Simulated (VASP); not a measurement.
CuO:

```
Cu O
1.0
     2.34465   -1.71340    0.00000
     2.34465    1.71340    0.00000
    -0.86055    0.00000    5.05944
Cu O
2 2
Direct
  0.00320 0.49680 0.00000
  0.49680 0.00320 0.50000
  0.57140 0.40560 0.25370
  0.40560 0.57140 0.75370
```

Base run:

```yaml
Program: VASP 6.6.1
Functional: PBE
Potentials_or_basis: VASP PAW PBE potentials, release 64 (Cu, O)
Cutoff: 520 eV
k_mesh: 7 × 7 × 4
Occupations: fermi-dirac, width 0.03 eV
Spin: collinear spin
Starting_moments: "[0.375, 0.375, 0.0, 0.0] μB"
Fixed_moment: 0.75 μB
```

Its results: pressure 6.6 GPa; net moment 0.75 μB per cell; largest force 0.806 eV/Å.

The run is repeated on the same cell with these changes: fixed moment from 0.75 μB to none; moments at the start from [0.38, 0.38, 0.0, 0.0] to [0.1, 0.1, 0.0, 0.0]. What comes out?

Pressure 6.4 GPa; net moment 0.00 μB per cell; largest force 0.783 eV/Å.

Caveats: the cell stands under pressure; the total moment is fixed, so each spin has its own Fermi level (at least some runs).
